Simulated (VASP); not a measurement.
# GeSbTe3: relaxation of cell and atoms with PBE

GeSbTe3:

```xyz
5
Lattice="4.2188 0.0000 0.0000 0.0000 4.2188 0.0000 0.0000 0.0000 8.9630" Properties=species:S:1:pos:R:3 pbc="T T T"
Ge    0.0000    0.0000    0.0000
Sb    2.1094    2.1094    4.4815
Te    2.1094    2.1094    1.4631
Te    2.1094    2.1094    7.4999
Te    0.0000    0.0000    4.4815
```

The cell was generated, and may not be a known phase.

```json
{
 "Program": "VASP 6.6.1",
 "Task": "relaxation of cell and atoms",
 "Functional": "PBE",
 "Potentials or basis": "VASP PAW PBE potentials, release 64 (Ge_d, Sb, Te)",
 "Cutoff": "600 eV",
 "k mesh": "10 × 10 × 4",
 "Occupations": "gaussian, width 0.1 eV",
 "Spin": "no spin polarisation",
 "Dipole correction": "no",
 "Further INCAR settings": "ALGO = Normal; EDIFF = 1e-06; IBRION = 2; EDIFFG = -0.01; NSW = 100; ISIF = 3"
}
```

```yaml
Relaxed_volume: 32.18 Å³/atom
Relaxed_cell: a = 4.184 Å, b = 4.184 Å, c = 9.193 Å, α = 90.00°, β = 90.00°, γ = 90.00°
Space_group_after_relaxing_to_0.1_Å: P4/mmm (No. 123)
Energy_gained_by_relaxing: 9.1 meV/atom
Ionic_steps: 8
Pressure_after_relaxing: 0.0 GPa
Largest_force_after_relaxing: 0.009 eV/Å
Band_gap_on_the_k_mesh: zero (an odd number of electrons rules out a gap without spin polarisation)
```

Forces in eV/Å, atoms in the order of the input:
```
Ge   0.000  0.000  0.000
Sb   0.000  0.000  0.000
Te   0.000  0.000  0.009
Te   0.000  0.000 -0.009
Te   0.000  0.000  0.000
```

Step by step:
| step | energy change (eV) | largest force (eV/Å) | pressure (GPa) | volume (Å³) |
| --- | --- | --- | --- | --- |
| 1 | 0.0000 | 0.1603 | 0.42 | 159.53 |
| 2 | -0.0421 | 0.1497 | -0.16 | 161.38 |
| 3 | -0.0443 | 0.1015 | -0.08 | 161.04 |
| 4 | -0.0443 | 0.1057 | -0.09 | 161.07 |
| 5 | -0.0451 | 0.0666 | 0.03 | 160.70 |
| 6 | -0.0453 | 0.0366 | 0.13 | 160.43 |
| 7 | -0.0457 | 0.0046 | 0.05 | 160.86 |
| 8 | -0.0457 | 0.0088 | 0.02 | 160.91 |

Final structure:
```
Ge Sb Te
1.0
     4.18358    0.00000    0.00000
     0.00000    4.18358    0.00000
     0.00000    0.00000    9.19350
Ge Sb Te
1 1 3
Direct
  0.00000 0.00000 0.00000
  0.50000 0.50000 0.50000
  0.50000 0.50000 0.16246
  0.50000 0.50000 0.83754
  0.00000 0.00000 0.50000
```

Levels at points of the mesh, in eV from the Fermi level:
```csv
k point,band 17,band 18,band 19,band 20,band 21,band 22
"(0.00, 0.00, 0.00)",-0.64,-0.19,-0.19,1.64,2.76,3.11
"(0.50, 0.00, 0.00)",-1.21,-0.27,-0.21,0.11,0.19,0.83
"(0.50, 0.50, 0.00)",-2.03,-1.93,-1.56,0.38,2.49,2.49
"(0.00, 0.00, 0.50)",-0.03,-0.03,0.00,1.33,1.79,2.84
"(0.50, 0.00, 0.50)",-0.61,-0.55,-0.09,0.26,0.63,0.83
"(0.50, 0.50, 0.50)",-1.78,-1.35,-0.04,1.40,1.59,1.75
```

It took 16 min on 1 thread of Intel(R) Xeon(R) Platinum 8259CL CPU @ 2.50GHz (Skylake/Cascade Lake), on a shared host, peak memory 0.53 GiB.

Caveat: spin-orbit coupling is left out, which moves the levels of the heavy elements.
